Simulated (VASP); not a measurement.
Here is a VASP 6.6.1 calculation.

File INCAR:

```
SYSTEM = WS2
PREC = Accurate
ENCUT = 520
EDIFF = 1E-7
ISMEAR = 0
SIGMA = 0.02
LREAL = .FALSE.
LASPH = .TRUE.
NELM = 60
ALGO = Normal
ISIF = 2
LWAVE = .FALSE.
LCHARG = .FALSE.
GGA = PS
IVDW = 12
NBANDS = 35
```

Contents of KPOINTS:

```
regular mesh
0
G
  12 12 4
  0 0 0
```

File POSCAR:

```
WS2
1.0
    3.1295615997      0.0000000000      0.0000000000
   -1.5647807998      2.7102798481      0.0000000000
    0.0000000000      0.0000000000     12.0146078135
W S
2 4
Direct
    0.3333333333      0.6666666667      0.7498690751
    0.6666666667      0.3333333333      0.2501309249
    0.3333333333      0.6666666667      0.1194320584
    0.6666666667      0.3333333333      0.6191709310
    0.3333333333      0.6666666667      0.3808290690
    0.6666666667      0.3333333333      0.8805679416
```

Potentials or basis: VASP PAW PBE potentials, release 64 (W_sv, S).

Launch:

```console
$ cat potpaw_PBE.64/W_sv/POTCAR potpaw_PBE.64/S/POTCAR > POTCAR
$ mpirun -np 1 vasp_std > vasp.out
```

(1) Predict the band gap on the k mesh.

(2) Predict the pressure.

(3) Estimate the dispersion energy per atom.

## Answers

(1) 0.81 eV (least direct gap 1.89 eV).

(2) -1.6 GPa.

(3) -0.403 eV.

Caveat: the PAW data sets were made with another functional, which shifts forces and pressure a little; spin-orbit coupling is left out, which moves the levels of the heavy elements.
